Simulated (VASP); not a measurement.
# Ti16H (a cell with a defect) in VASP: single point with PBE

Aim: the single point of Ti16H (a cell with a defect) with PBE.

Program: VASP 6.6.1. These are calculated values, not measurements. Logs are shortened: lines on timing, memory, paths and dates and some standing lists are left out, and cuts for length are marked.

## 1. The cell of the first run

The cell holds a defect, 17 atoms: a = 5.879 Å, b = 5.879 Å, c = 9.297 Å, α = 90.00°, β = 90.00°, γ = 120.00°.

## 2. Single point, PBE

INCAR

```
SYSTEM = Ti16H
PREC = Accurate
ENCUT = 520
EDIFF = 1E-6
ISMEAR = 1
SIGMA = 0.1
LREAL = Auto
LASPH = .TRUE.
NELM = 60
ALGO = Normal
ISIF = 2
LWAVE = .FALSE.
LCHARG = .FALSE.
GGA = PE
NBANDS = 110
```

KPOINTS

```
regular mesh
0
G
  4 4 2
  0 0 0
```

POSCAR

```
Ti16H
1.0
    5.8787149800      0.0000000600      0.0000000000
   -2.9393575400      5.0911164800      0.0000000000
    0.0000000000      0.0000000000      9.2970418600
Ti H
16 1
Direct
    0.1585475831      0.3269826956      0.1241559431
    0.3299298454      0.1556872610      0.3750259548
    0.1699903115      0.3326773207      0.6238979115
    0.3355829772      0.1670741542      0.8752874433
    0.1678631697      0.8316374231      0.1223995780
    0.3299295670      0.6696047898      0.3750281060
    0.1678706538      0.8316183703      0.6268451931
    0.3355910490      0.6638791301      0.8752876584
    0.6724934792      0.3269978140      0.1241620741
    0.8345621809      0.1649691091      0.3767912474
    0.6667904661      0.3326900822      0.6238988796
    0.8345247328      0.1649547704      0.8723388710
    0.6724956823      0.8409206461      0.1241648707
    0.8438906485      0.6696383716      0.3750287513
    0.6667966244      0.8294868084      0.6239007081
    0.8323821982      0.6638844276      0.8752907777
    0.5012098906      0.4983099444      0.2495993925
```

Potentials or basis: VASP PAW PBE potentials, release 64 (Ti_sv, H).

On the command line:

```
$ cat potpaw_PBE.64/Ti_sv/POTCAR potpaw_PBE.64/H/POTCAR > POTCAR
$ mpirun -np 1 vasp_std > vasp.out
```

OUTCAR:

```text
SYSTEM = Ti16H
   PREC = Accurate
   ENCUT = 520
   EDIFF = 1E-6
   ISMEAR = 1
   LREAL = Auto
   LASPH = .TRUE.
   NELM = 60
   ISIF = 2
   GGA = PE

 ion  position               nearest neighbor table
   1  0.159  0.327  0.124-  13 2.86   9 2.86  12 2.86  10 2.87   8 2.88   4 2.88   6 2.91   2 2.91

   2  0.330  0.156  0.375-  14 2.86   6 2.86   7 2.86   5 2.87  11 2.88   3 2.88   9 2.91   1 2.91

   3  0.170  0.333  0.624-  10 2.86  12 2.87   6 2.88   2 2.88   4 2.88   8 2.88  11 2.92  15 2.92

   4  0.336  0.167  0.875-   5 2.86   7 2.87   9 2.88   1 2.88   3 2.88  11 2.88   8 2.92  16 2.92

   5  0.168  0.832  0.122-   4 2.86  16 2.86   8 2.86  14 2.87   2 2.87   6 2.87
   6  0.330  0.670  0.375-  14 2.86   2 2.86   7 2.86   5 2.87  15 2.88   3 2.88  13 2.91   1 2.91

   7  0.168  0.832  0.627-  14 2.86   6 2.86   2 2.86   4 2.87   8 2.87  16 2.87
   8  0.336  0.664  0.875-   5 2.86   7 2.87   1 2.88  13 2.88  15 2.88   3 2.88  16 2.92   4 2.92

   9  0.672  0.327  0.124-   1 2.86  13 2.86  12 2.86  10 2.87  16 2.88   4 2.88   2 2.91  14 2.91

  10  0.835  0.165  0.377-   3 2.86  15 2.86  11 2.86   1 2.87  13 2.87   9 2.87
  11  0.667  0.333  0.624-  10 2.86  12 2.87   2 2.88  14 2.88  16 2.88   4 2.88  15 2.92   3 2.92

  12  0.835  0.165  0.872-   1 2.86  13 2.86   9 2.86  15 2.87   3 2.87  11 2.87
  13  0.672  0.841  0.124-   1 2.86   9 2.86  12 2.86  10 2.87   8 2.88  16 2.88   6 2.91  14 2.91

  14  0.844  0.670  0.375-   2 2.86   6 2.86   7 2.86   5 2.87  15 2.88  11 2.88   9 2.91  13 2.91

  15  0.667  0.829  0.624-  10 2.86  12 2.87   6 2.88  14 2.88  16 2.88   8 2.88  11 2.92   3 2.92

  16  0.832  0.664  0.875-   5 2.86   7 2.87   9 2.88  13 2.88  15 2.88  11 2.88   8 2.92   4 2.92

  17  0.501  0.498  0.250-

  LATTYP: Found a hexagonal cell.
 ALAT       =     5.8787149800
 C/A-ratio  =     1.5814751849

  Lattice vectors:

 A1 = (   5.8787149800,   0.0000000600,   0.0000000000)
 A2 = (  -2.9393575400,   5.0911164800,   0.0000000000)
 A3 = (   0.0000000000,   0.0000000000,   9.2970418600)

Analysis of symmetry for initial positions (statically):
=====================================================================
 Subroutine PRICEL returns:
 Original cell was already a primitive cell.

 Routine SETGRP: Setting up the symmetry group for a
 hexagonal supercell.

 Subroutine GETGRP returns: Found  1 space group operations
 (whereof  1 operations were pure point group operations)
 out of a pool of 24 trial point group operations.

The static configuration has the point symmetry C_1 .

Analysis of symmetry for dynamics (positions and initial velocities):
=====================================================================
 Subroutine PRICEL returns:
 Original cell was already a primitive cell.

 Routine SETGRP: Setting up the symmetry group for a
 hexagonal supercell.

 Subroutine GETGRP returns: Found  1 space group operations
 (whereof  1 operations were pure point group operations)
 out of a pool of 24 trial point group operations.

The dynamic configuration has the point symmetry C_1 .

 Subroutine INISYM returns: Found  1 space group operations
 (whereof  1 operations are pure point group operations),
 and found     1 'primitive' translations

----------------------------------------------------------------------------------------

                                     Primitive cell

  volume of cell :     278.2532

  direct lattice vectors                    reciprocal lattice vectors
     5.878714980  0.000000060  0.000000000     0.170105201  0.098210286  0.000000000
    -2.939357540  5.091116480  0.000000000    -0.000000002  0.196420569  0.000000000
     0.000000000  0.000000000  9.297041860     0.000000000  0.000000000  0.107561095

  length of vectors
     5.878714980  5.878714975  9.297041860     0.196420569  0.196420569  0.107561095

  position of ions in fractional coordinates (direct lattice)
     0.158547583  0.326982696  0.124155943
     0.329929845  0.155687261  0.375025955
     0.169990312  0.332677321  0.623897912
     0.335582977  0.167074154  0.875287443
     0.167863170  0.831637423  0.122399578
     0.329929567  0.669604790  0.375028106
[... 9 lines left out ...]
     0.832382198  0.663884428  0.875290778
     0.501209891  0.498309944  0.249599393

  ion indices of the primitive-cell ions
   primitive index   ion index
                 1           1
                 2           2
                 3           3
                 4           4
                 5           5
                 6           6
[... 9 lines left out ...]
                16          16
                17          17

----------------------------------------------------------------------------------------

 KPOINTS: regular mesh

Automatic generation of k-mesh.
 Grid dimensions read from file:
 generate k-points for:    4    4    2

 Generating k-lattice:

  Cartesian coordinates                     Fractional coordinates (reciprocal lattice)
     0.042526300  0.024552571  0.000000000     0.250000000  0.000000000  0.000000000
    -0.000000001  0.049105142  0.000000000     0.000000000  0.250000000  0.000000000
     0.000000000  0.000000000  0.053780547     0.000000000  0.000000000  0.500000000

  Length of vectors
     0.049105142  0.049105142  0.053780547

  Shift w.r.t. Gamma in fractional coordinates (k-lattice)
     0.000000000  0.000000000  0.000000000

 Subroutine IBZKPT returns following result:
 ===========================================

 Found     20 irreducible k-points:

 Following reciprocal coordinates:
            Coordinates               Weight
  0.000000  0.000000  0.000000      1.000000
  0.250000  0.000000  0.000000      2.000000
 -0.000000  0.250000  0.000000      2.000000
 -0.250000  0.250000  0.000000      2.000000
  0.500000  0.000000  0.000000      1.000000
 -0.000000  0.500000  0.000000      1.000000
[... 12 lines left out ...]
 -0.250000  0.500000  0.500000      2.000000
  0.500000  0.250000  0.500000      2.000000
   k-points           NKPTS =     20   k-points in BZ     NKDIM =     20   number of bands    NBANDS=    110
   number of dos      NEDOS =    301   number of ions     NIONS =     17
   total plane-waves  NPLWV = 161280
   dimension x,y,z NGX =    48 NGY =   48 NGZ =   70
   dimension x,y,z NGXF=    96 NGYF=   96 NGZF=  140
   ions per type =              16   1
   NGX,Y,Z   is equivalent  to a cutoff of  13.57, 13.57, 12.52 a.u.
   NGXF,Y,Z  is equivalent  to a cutoff of  27.15, 27.15, 25.03 a.u.
 SYSTEM =  Ti16H
   PREC   = accura    normal or accurate (medium, high low for compatibility)
   ISTART =      0    job   : 0-new  1-cont  2-samecut
   ICHARG =      2    charge: 1-file 2-atom 10-const
   ISPIN  =      1    spin polarized calculation?
   LNONCOLLINEAR =      F non collinear calculations
   LSORBIT =      F    spin-orbit coupling
   LASPH  =      T    aspherical Exc in radial PAW
   ENCUT  =  520.0 eV  38.22 Ry    6.18 a.u.  10.93 10.93 17.29*2*pi/ulx,y,z
   NELM   =     60;   NELMIN=  2; NELMDL= -5     # of ELM steps
   EDIFF  = 0.1E-05   stopping-criterion for ELM
   LREAL  =      T    real-space projection
   EDIFFG = 0.1E-04   stopping-criterion for IOM
   NSW    =      0    number of steps for IOM
   IBRION =     -1    ionic relax: 0-MD 1-quasi-New 2-CG
   NFREE  =      0    steps in history (QN), initial steepest desc. (CG)
   ISIF   =      2    stress and relaxation
   ISYM   =      2    0-nonsym 1-usesym 2-fastsym
   POTIM  = 0.5000    time-step for ionic-motion
   TEBEG  =    0.0;   TEEND  =   0.0 temperature during run
   PSTRESS=    0.0 pullay stress
   NELECT =     193.0000    total number of electrons
   NUPDOWN=      -1.0000    fix difference up-down
   EMIN   =  10.00;   EMAX   =-10.00  energy-range for DOS
   EFERMI =   0.00;   METHOD = LEGACY
   ISMEAR =     1;   SIGMA  =   0.10  broadening in eV -4-tet -1-fermi 0-gaus
   EFERMI_NEDOS =   21; number of points for ismear=-14 and -15
   IALGO  =     38    algorithm
   IMIX   =      4    mixing-type and parameters
     AMIX     =   0.40;   BMIX     =  1.00
     AMIX_MAG =   1.60;   BMIX_MAG =  1.00
  volume/ion in A,a.u.               =      16.37       110.46
  Fermi-wavevector in a.u.,A,eV,Ry     =   1.449152  2.738500 28.572789  2.100041
  Thomas-Fermi vector in A             =   2.566911
   LORBIT       =      0    0 simple, 1 ext, 2 COOP (PROOUT), +10 PAW based schemes
   GGA     = PE    functional components
   LHFCALC =     F    Hartree Fock is set to
   AEXX    =    0.0000 exact exchange contribution
   IVDW    =     0    specifies the selected vdW correction
   LEPSILON=     F    determine dielectric tensor
   LRPA    =     F    only Hartree local field effects (RPA)
 non-spin polarized calculation
 Methfessel and Paxton  Order N= 1 SIGMA  =   0.10
  energy-cutoff  :      520.00
  volume of cell :      278.25
 maximum number of plane-waves:      7520
 NGX is ok and might be reduce to    48
   NGX = 21   NGY = 21   NGZ = 35

 number of electron     193.0000023 magnetization

 Free energy of the ion-electron system (eV)
  ---------------------------------------------------
  ext. energy  EPLUGINS =         0.00000000
  ---------------------------------------------------
  free energy    TOTEN  =      -129.31174648 eV

  energy without entropy =     -129.32155463  energy(sigma->0) =     -129.31501586

 E-fermi :   8.4521     XC(G=0): -11.5331

 val. band max:        8.4399554023   @ k =   0.5000   0.0000   0.5000
 cond. band min:       8.4791158051   @ k =  -0.2500   0.5000   0.5000
 fundamental gap:      0.0391604028
 Fermi energy:         8.4520510766

 k-point     1 :       0.0000    0.0000    0.0000
  band No.  band energies     occupation
      1     -48.4733      2.00000
      2     -48.4078      2.00000
      3     -48.4041      2.00000
      4     -48.3601      2.00000
      5     -48.3600      2.00000
      6     -48.3545      2.00000
[... 100 lines left out ...]
    107       9.1358     -0.00000
    108       9.2671     -0.00000
[... 2107 lines left out ...]
    107       9.0544     -0.00000
    108       9.1057     -0.00000
 [bands above 108 left out]

------------------------ aborting loop because EDIFF is reached ----------------------------------------

  FORCE on cell =-STRESS in cart. coord.  units (eV):
  Direction    XX          YY          ZZ          XY          YZ          ZX
  --------------------------------------------------------------------------------------
  -------------------------------------------------------------------------------------
  Total        0.1431800      0.1249565      1.4939972      0.0176264     -0.0014874      0.0057076
  in kB        0.8244278      0.7194972      8.6024100      0.1014927     -0.0085646      0.0328641
  external PRESSURE =       3.3821117 kB  Pullay stress =       0.0000000 kB

 VOLUME and BASIS-vectors are now :
 -----------------------------------------------------------------------------
  energy-cutoff  :      520.00
  volume of cell :      278.25
      direct lattice vectors                 reciprocal lattice vectors
     5.878714980  0.000000060  0.000000000     0.170105201  0.098210286  0.000000000
    -2.939357540  5.091116480  0.000000000    -0.000000002  0.196420569  0.000000000
     0.000000000  0.000000000  9.297041860     0.000000000  0.000000000  0.107561095

 POSITION                                       TOTAL-FORCE (eV/Angst)
 -----------------------------------------------------------------------------------
     -0.02906      1.66471      1.15428        -0.005278      0.005787      0.001499
      1.48194      0.79262      3.48663         0.000739     -0.013449     -0.008225
      0.02147      1.69370      5.80040        -0.008081     -0.003915      0.006164
      1.48171      0.85059      8.13758        -0.000219     -0.008430     -0.006210
     -1.45766      4.23396      1.13795        -0.004011     -0.000552     -0.000834
     -0.02865      3.40904      3.48665        -0.005356      0.004293      0.003715
[... 9 lines left out ...]
      2.94194      3.37991      8.13761         0.006187      0.003515     -0.006803
      1.48176      2.53695      2.32054         0.004850     -0.002507     -0.000767
 -----------------------------------------------------------------------------------
    total drift:                               -0.083339      0.041889      0.010639

  FREE ENERGIE OF THE ION-ELECTRON SYSTEM (eV)
  ---------------------------------------------------
  free  energy   TOTEN  =      -129.3117464783 eV

  energy  without entropy=     -129.3215546280  energy(sigma->0) =     -129.31501586
```

Wall time 25 min (1 thread of Intel Xeon Platinum 8259CL at 2.50GHz (Skylake/Cascade Lake), shared host); peak memory 0.63 GiB.

What came out:

```
Free energy            : -129.3117 eV
Pressure               : 0.3 GPa
Largest force          : 0.016 eV/Å
Band gap on the k mesh : zero (an odd number of electrons rules out a gap without spin polarisation)
```

Forces in eV/Å, atoms in the order of the input:
```
Ti  -0.005  0.006  0.001
Ti   0.001 -0.013 -0.008
Ti  -0.008 -0.004  0.006
Ti   0.000 -0.008 -0.006
Ti  -0.004 -0.001 -0.001
Ti  -0.005  0.004  0.004
Ti   0.003 -0.005  0.000
Ti  -0.002  0.002 -0.005
Ti   0.007 -0.003  0.014
Ti  -0.001 -0.003  0.000
Ti  -0.001  0.007 -0.005
Ti  -0.003 -0.001  0.013
Ti  -0.004  0.006  0.002
Ti   0.010  0.010 -0.008
Ti   0.002  0.001  0.000
Ti   0.006  0.004 -0.007
H    0.005 -0.003 -0.001
```

The gap in the log of VASP goes by the Fermi energy; the results here count the filled bands.